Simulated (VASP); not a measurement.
# Ru (P6_3/mmc) in VASP: a series of runs

Ru is run at these levels: LDA; tasks: relaxation of cell and atoms, single point.

All numbers are computed with VASP 6.6.1; they aren't measurements. Logs are shortened: lines on timing, memory, paths and dates and some standing lists are left out, and cuts for length are marked.

## (1) The cell of the first run

Symmetry: P6_3/mmc, No. 194, hexagonal system. Conventional cell: a = 2.652 Å, b = 2.652 Å, c = 4.297 Å, α = 90.00°, β = 90.00°, γ = 120.00°. Ru (site symmetry -6m2) has 12 Ru at 2.64 to 2.65 Å within 3.5 Å.

## (2) Relaxation of cell and atoms, LDA

File INCAR:

```
ALGO = Normal
EDIFF = 1E-6
EDIFFG = -0.005
ENCUT = 600
IBRION = 2
ISIF = 3
ISMEAR = -1
LASPH = True
LCHARG = False
LREAL = False
LWAVE = False
NELM = 100
NSW = 60
PREC = Accurate
SIGMA = 0.1
```

File KPOINTS:

```
k-points
0
Gamma
  19 19 10
```

File POSCAR:

```
Ru
1.0
    2.6522790320      0.0000000000      0.0000000000
   -1.3261395160      2.2969410196      0.0000000000
    0.0000000000      0.0000000000      4.2966920318
Ru
2
Direct
    0.3333333333      0.6666666667      0.2500000000
    0.6666666667      0.3333333333      0.7500000000
```

Potentials or basis: VASP PAW LDA potentials, release 64 (Ru_pv).

Started as:

```bash
cat potpaw_LDA.64/Ru_pv/POTCAR > POTCAR
mpirun -np 1 vasp_std > vasp.out
```

OUTCAR:

```text
EDIFF = 1E-6
   EDIFFG = -0.005
   ENCUT = 600
   IBRION = 2
   ISIF = 3
   ISMEAR = -1
   LASPH = True
   LREAL = False
   NELM = 100
   NSW = 60
   PREC = Accurate

 ion  position               nearest neighbor table
   1  0.333  0.667  0.250-   2 2.64   2 2.64   2 2.64   2 2.64   2 2.64   2 2.64
   2  0.667  0.333  0.750-   1 2.64   1 2.64   1 2.64   1 2.64   1 2.64   1 2.64

  LATTYP: Found a hexagonal cell.
 ALAT       =     2.6522790320
 C/A-ratio  =     1.6200000000

  Lattice vectors:

 A1 = (   2.6522790320,   0.0000000000,   0.0000000000)
 A2 = (  -1.3261395160,   2.2969410196,   0.0000000000)
 A3 = (   0.0000000000,   0.0000000000,   4.2966920318)

Analysis of symmetry for initial positions (statically):
=====================================================================
 Subroutine PRICEL returns:
 Original cell was already a primitive cell.

 Routine SETGRP: Setting up the symmetry group for a
 hexagonal supercell.

 Subroutine GETGRP returns: Found 24 space group operations
 (whereof 12 operations were pure point group operations)
 out of a pool of 24 trial point group operations.

The static configuration has the point symmetry D_3d.
 The point group associated with its full space group is D_6h.

Analysis of symmetry for dynamics (positions and initial velocities):
=====================================================================
 Subroutine PRICEL returns:
 Original cell was already a primitive cell.

 Routine SETGRP: Setting up the symmetry group for a
 hexagonal supercell.

 Subroutine GETGRP returns: Found 24 space group operations
 (whereof 12 operations were pure point group operations)
 out of a pool of 24 trial point group operations.

The dynamic configuration has the point symmetry D_3d.
 The point group associated with its full space group is D_6h.

 Subroutine INISYM returns: Found 24 space group operations
 (whereof 12 operations are pure point group operations),
 and found     1 'primitive' translations

----------------------------------------------------------------------------------------

                                     Primitive cell

  volume of cell :      26.1760

  direct lattice vectors                    reciprocal lattice vectors
     2.652279032  0.000000000  0.000000000     0.377034237  0.217680818  0.000000000
    -1.326139516  2.296941020  0.000000000     0.000000000  0.435361636  0.000000000
     0.000000000  0.000000000  4.296692032     0.000000000  0.000000000  0.232737183

  length of vectors
     2.652279032  2.652279032  4.296692032     0.435361636  0.435361636  0.232737183

  position of ions in fractional coordinates (direct lattice)
     0.333333333  0.666666667  0.250000000
     0.666666667  0.333333333  0.750000000

  ion indices of the primitive-cell ions
   primitive index   ion index
                 1           1
                 2           2

----------------------------------------------------------------------------------------

 KPOINTS: k-points

Automatic generation of k-mesh.
 Grid dimensions read from file:
 generate k-points for:   19   19   10

 Generating k-lattice:

  Cartesian coordinates                     Fractional coordinates (reciprocal lattice)
     0.019843907  0.011456885  0.000000000     0.052631579  0.000000000  0.000000000
     0.000000000  0.022913770  0.000000000     0.000000000  0.052631579  0.000000000
     0.000000000  0.000000000  0.023273718     0.000000000  0.000000000  0.100000000

  Length of vectors
     0.022913770  0.022913770  0.023273718

  Shift w.r.t. Gamma in fractional coordinates (k-lattice)
     0.000000000  0.000000000  0.000000000

 Subroutine IBZKPT returns following result:
 ===========================================

 Found    240 irreducible k-points:

 Following reciprocal coordinates:
            Coordinates               Weight
  0.000000  0.000000  0.000000      1.000000
  0.052632  0.000000  0.000000      6.000000
  0.105263  0.000000  0.000000      6.000000
  0.157895  0.000000  0.000000      6.000000
  0.210526  0.000000  0.000000      6.000000
  0.263158  0.000000  0.000000      6.000000
[... 16 lines left out ...]
  0.263158  0.105263  0.000000     12.000000
  0.315789  0.105263  0.000000     12.000000
 [... further k-points ...]
   k-points           NKPTS =    240   k-points in BZ     NKDIM =    240   number of bands    NBANDS=     18
   number of dos      NEDOS =    301   number of ions     NIONS =      2
   total plane-waves  NPLWV =  20736
   dimension x,y,z NGX =    24 NGY =   24 NGZ =   36
   dimension x,y,z NGXF=    48 NGYF=   48 NGZF=   72
   ions per type =               2
   NGX,Y,Z   is equivalent  to a cutoff of  15.04, 15.04, 13.93 a.u.
   NGXF,Y,Z  is equivalent  to a cutoff of  30.09, 30.09, 27.86 a.u.
 SYSTEM =  unknown system
   PREC   = accura    normal or accurate (medium, high low for compatibility)
   ISTART =      0    job   : 0-new  1-cont  2-samecut
   ICHARG =      2    charge: 1-file 2-atom 10-const
   ISPIN  =      1    spin polarized calculation?
   LNONCOLLINEAR =      F non collinear calculations
   LSORBIT =      F    spin-orbit coupling
   LASPH  =      T    aspherical Exc in radial PAW
   ENCUT  =  600.0 eV  44.10 Ry    6.64 a.u.   5.30  5.30  8.58*2*pi/ulx,y,z
   NELM   =    100;   NELMIN=  2; NELMDL= -5     # of ELM steps
   EDIFF  = 0.1E-05   stopping-criterion for ELM
   LREAL  =      F    real-space projection
   EDIFFG = -.5E-02   stopping-criterion for IOM
   NSW    =     60    number of steps for IOM
   IBRION =      2    ionic relax: 0-MD 1-quasi-New 2-CG
   NFREE  =      1    steps in history (QN), initial steepest desc. (CG)
   ISIF   =      3    stress and relaxation
   ISYM   =      2    0-nonsym 1-usesym 2-fastsym
   POTIM  = 0.5000    time-step for ionic-motion
   TEBEG  =    0.0;   TEEND  =   0.0 temperature during run
   PSTRESS=    0.0 pullay stress
   NELECT =      28.0000    total number of electrons
   NUPDOWN=      -1.0000    fix difference up-down
   EMIN   =  10.00;   EMAX   =-10.00  energy-range for DOS
   EFERMI =   0.00;   METHOD = LEGACY
   ISMEAR =    -1;   SIGMA  =   0.10  broadening in eV -4-tet -1-fermi 0-gaus
   EFERMI_NEDOS =   21; number of points for ismear=-14 and -15
   IALGO  =     38    algorithm
   IMIX   =      4    mixing-type and parameters
     AMIX     =   0.40;   BMIX     =  1.00
     AMIX_MAG =   1.60;   BMIX_MAG =  1.00
  volume/ion in A,a.u.               =      13.09        88.32
  Fermi-wavevector in a.u.,A,eV,Ry     =   1.674274  3.163918 38.139741  2.803192
  Thomas-Fermi vector in A             =   2.759098
   LORBIT       =      0    0 simple, 1 ext, 2 COOP (PROOUT), +10 PAW based schemes
   GGA     = CA    functional components
   LHFCALC =     F    Hartree Fock is set to
   AEXX    =    0.0000 exact exchange contribution
   IVDW    =     0    specifies the selected vdW correction
   LEPSILON=     F    determine dielectric tensor
   LRPA    =     F    only Hartree local field effects (RPA)
 conjugate gradient relaxation of ions
 non-spin polarized calculation
  energy-cutoff  :      600.00
  volume of cell :       26.18
 maximum number of plane-waves:       886
 NGX is ok and might be reduce to    24

--------------------------------------- Ionic step        1  -------------------------------------------

 number of electron      28.0000002 magnetization

 Free energy of the ion-electron system (eV)
  ---------------------------------------------------
  ext. energy  EPLUGINS =         0.00000000
  ---------------------------------------------------
  free energy    TOTEN  =       -21.39789488 eV

  energy without entropy =      -21.34842934  energy(sigma->0) =      -21.37316211

------------------------ aborting loop because EDIFF is reached ----------------------------------------

  FORCE on cell =-STRESS in cart. coord.  units (eV):
  Direction    XX          YY          ZZ          XY          YZ          ZX
  --------------------------------------------------------------------------------------
  -------------------------------------------------------------------------------------
  Total        0.8832455      0.8832455     -1.3076165     -0.0000000      0.0000000      0.0000000
  in kB       54.0615823     54.0615823    -80.0364259     -0.0000000      0.0000000      0.0000000
  external PRESSURE =       9.3622462 kB  Pullay stress =       0.0000000 kB
[... 129 lines left out ...]
  energy  without entropy=      -21.3659939726  energy(sigma->0) =      -21.39063274

--------------------------------------- Ionic step        5  -------------------------------------------

 number of electron      27.9999993 magnetization

 Free energy of the ion-electron system (eV)
  ---------------------------------------------------
  ext. energy  EPLUGINS =         0.00000000
  ---------------------------------------------------
  free energy    TOTEN  =       -21.41655892 eV

  energy without entropy =      -21.36677118  energy(sigma->0) =      -21.39166505

 E-fermi :  13.3414     XC(G=0): -14.5889

 val. band max:       13.3396849903   @ k =   0.3684   0.0000   0.3000
 cond. band min:      13.3416660982   @ k =   0.2105   0.0000   0.4000
 fundamental gap:      0.0019811079
 Fermi energy:        13.3414205195

 k-point     1 :       0.0000    0.0000    0.0000
  band No.  band energies     occupation
      1     -30.2756      2.00000
      2     -29.2138      2.00000
      3     -29.2138      2.00000
      4     -29.0200      2.00000
      5     -29.0200      2.00000
      6     -28.9714      2.00000
[... 10 lines left out ...]
     17      14.5822      0.00001
     18      14.6861      0.00000
[... 466 lines left out ...]
      2     -29.8364      2.00000
      3     -29.7270      2.00000
      4     -29.4633      2.00000
      5     -29.2235      2.00000
      6     -29.1851      2.00000
[... 10 lines left out ...]
     17      15.6674      0.00000
     18      23.1698      0.00000

 [... further k-points ...]
[... 5 lines left out ...]
  --------------------------------------------------------------------------------------
  -------------------------------------------------------------------------------------
  Total        0.0019685      0.0019685      0.0092719     -0.0000000      0.0000000      0.0000000
  in kB        0.1201382      0.1201382      0.5658635     -0.0000000      0.0000000      0.0000000
  external PRESSURE =       0.2687133 kB  Pullay stress =       0.0000000 kB
[... 17 lines left out ...]
  FREE ENERGIE OF THE ION-ELECTRON SYSTEM (eV)
  ---------------------------------------------------
  free  energy   TOTEN  =       -21.4165589177 eV

  energy  without entropy=      -21.3667711754  energy(sigma->0) =      -21.39166505

 reached required accuracy - stopping structural energy minimisation
```

Wall time 2.8 min (1 thread of AMD EPYC 9R45 (Zen 5), shared host); peak memory 0.2 GiB.

What came out:

```
Free energy                           : -21.4166 eV
Relaxed volume                        : 13.13 Å³/atom
Relaxed cell                          : a = 2.678 Å, b = 2.678 Å, c = 4.228 Å, α = 90.00°, β = 90.00°, γ = 120.00°
Space group after relaxing (to 0.1 Å) : P6_3/mmc (No. 194)
Energy gained by relaxing             : 9.3 meV/atom
Ionic steps                           : 5
Pressure after relaxing               : 0.0 GPa
Band gap on the k mesh                : zero (bands 14 and 15 overlap by 3.30 eV)
```

Step by step:
```
step  energy change (eV)  largest force (eV/Å)  pressure (GPa)  volume (Å³)
   1              0.0000                0.0000            0.94        26.18
   2              0.0033                0.0000           -1.84        26.44
   3             -0.0185                0.0000           -0.81        26.31
   4             -0.0174                0.0000            2.39        26.09
   5             -0.0187                0.0000            0.03        26.25
```

Final structure:
```
Ru
1.0
     2.67754    0.00000    0.00000
    -1.33877    2.31882    0.00000
     0.00000    0.00000    4.22829
Ru
2
Direct
  0.33333 0.66667 0.25000
  0.66667 0.33333 0.75000
```

## (3) Single point, LDA

This run uses another cell than the first one: it holds 4 atoms, not 2.

File INCAR:

```
ALGO = Normal
EDIFF = 1E-7
ENCUT = 520
GGA = CA
ISIF = 2
ISMEAR = -1
LASPH = T
LCHARG = F
LREAL = F
LWAVE = F
NBANDS = 36
NELM = 60
PREC = Accurate
SIGMA = 0.1
```

File KPOINTS:

```
k-points
0
Gamma
  14 9 8
```

File POSCAR:

```
Ru
1.0
   -1.3376082023      2.3168053671      0.0000000000
    0.0000000000      0.0000000000      4.2244496840
    4.0128246070      2.3168053671      0.0000000000
Ru
4
Direct
    0.5000000000      0.2500000000      0.1666666670
    0.0000000000      0.2500000000      0.6666666670
    0.0000000000      0.7500000000      0.3333333330
    0.5000000000      0.7500000000      0.8333333330
```

Potentials or basis: VASP PAW LDA potentials, release 64 (Ru_pv).

Started as:

```bash
cat potpaw_LDA.64/Ru_pv/POTCAR > POTCAR
mpirun -np 1 vasp_std > vasp.out
```

OUTCAR:

```text
EDIFF = 1E-7
   ENCUT = 520
   GGA = CA
   ISIF = 2
   ISMEAR = -1
   LASPH = T
   LREAL = F
   NELM = 60
   PREC = Accurate

 ion  position               nearest neighbor table
   1  0.500  0.250  0.167-   3 2.62   3 2.62   3 2.62   3 2.62   4 2.62   4 2.62   2 2.68   2 2.68
                             2 2.68   2 2.68
   2  0.000  0.250  0.667-   4 2.62   4 2.62   4 2.62   4 2.62   3 2.62   3 2.62   1 2.68   1 2.68
                             1 2.68   1 2.68
[... 1156 lines left out ...]

 [... further k-points ...]
[... 5 lines left out ...]
  --------------------------------------------------------------------------------------
  -------------------------------------------------------------------------------------
  Total        0.3431346      0.4019269      0.2985815     -0.0509157      0.0000000     -0.0000000
  in kB       10.4984809     12.2972807      9.1353438     -1.5578064      0.0000000     -0.0000000
  external PRESSURE =      10.6437018 kB  Pullay stress =       0.0000000 kB

 VOLUME and BASIS-vectors are now :
 -----------------------------------------------------------------------------
  energy-cutoff  :      520.00
  volume of cell :       52.37
      direct lattice vectors                 reciprocal lattice vectors
    -1.337608202  2.316805367  0.000000000    -0.186900768  0.323721626  0.000000000
     0.000000000  0.000000000  4.224449684     0.000000000  0.000000000  0.236717223
     4.012824607  2.316805367  0.000000000     0.186900768  0.107907209  0.000000000

 POSITION                                       TOTAL-FORCE (eV/Angst)
 -----------------------------------------------------------------------------------
      0.00000      1.54454      1.05611        -0.008888     -0.005131      0.000000
      2.67522      1.54454      1.05611        -0.008888     -0.005131     -0.000000
      1.33761      0.77227      3.16834         0.008888      0.005131      0.000000
      2.67522      3.08907      3.16834         0.008888      0.005131      0.000000
 -----------------------------------------------------------------------------------
    total drift:                                0.000000      0.000000      0.000000

  FREE ENERGIE OF THE ION-ELECTRON SYSTEM (eV)
  ---------------------------------------------------
  free  energy   TOTEN  =       -42.8306448155 eV

  energy  without entropy=      -42.7274393925  energy(sigma->0) =      -42.77904210
```

OSZICAR:

```text
N       E                     dE             d eps       ncg     rms          rms(c)
DAV:   1     0.682695816348E+03    0.68270E+03   -0.34127E+04 14464   0.175E+03
DAV:   2    -0.234857153514E+02   -0.70618E+03   -0.68809E+03 15108   0.543E+02
DAV:   3    -0.454234872860E+02   -0.21938E+02   -0.21161E+02 15216   0.102E+02
DAV:   4    -0.457253303115E+02   -0.30184E+00   -0.30125E+00 16740   0.105E+01
DAV:   5    -0.457314699126E+02   -0.61396E-02   -0.61392E-02 16416   0.139E+00    0.284E+01
DAV:   6    -0.430625616018E+02    0.26689E+01   -0.69312E+00 14728   0.195E+01    0.771E+00
DAV:   7    -0.428547908194E+02    0.20777E+00   -0.57058E-01 15088   0.495E+00    0.176E+00
DAV:   8    -0.428308715755E+02    0.23919E-01   -0.19623E-02 14824   0.124E+00    0.278E-01
DAV:   9    -0.428305987763E+02    0.27280E-03   -0.11180E-03 18732   0.256E-01    0.389E-02
DAV:  10    -0.428306443963E+02   -0.45620E-04   -0.23508E-05 15888   0.331E-02    0.895E-03
DAV:  11    -0.428306448867E+02   -0.49041E-06   -0.12086E-06 16908   0.614E-03    0.247E-03
DAV:  12    -0.428306448155E+02    0.71220E-07   -0.76308E-08  9004   0.196E-03
   1 F= -.42830645E+02 E0= -.42779042E+02  d E =-.103205E+00
```

stdout:

```text
POSCAR found type information on POSCAR Ru
 POSCAR found :  1 types and       4 ions
 scaLAPACK will be used
 LDA part: xc-table for (Slater(with rela. corr.)+CA(PZ))
 , standard interpolation
 POSCAR, INCAR and KPOINTS ok, starting setup
 FFT: planning ... GRIDC
 FFT: planning ... GRID_SOFT
 FFT: planning ... GRID
 WAVECAR not read
 entering main loop
```

Run time: 1.8 min. Hardware: 1 thread of AMD EPYC 9R45 (Zen 5), shared host; peak memory 0.31 GiB.

Results:

```yaml
Free_energy: -42.8306 eV
Pressure: 1.1 GPa
Largest_force: 0.010 eV/Å
Band_gap_on_the_k_mesh: zero (bands 28 and 29 overlap by 2.79 eV)
```

Forces in eV/Å, atoms in the order of the input:
```
Ru  -0.009 -0.005  0.000
Ru  -0.009 -0.005  0.000
Ru   0.009  0.005  0.000
Ru   0.009  0.005  0.000
```

Stress tensor (GPa, compression positive):
```
 1.05 -0.16  0.00
-0.16  1.23  0.00
 0.00  0.00  0.91
```
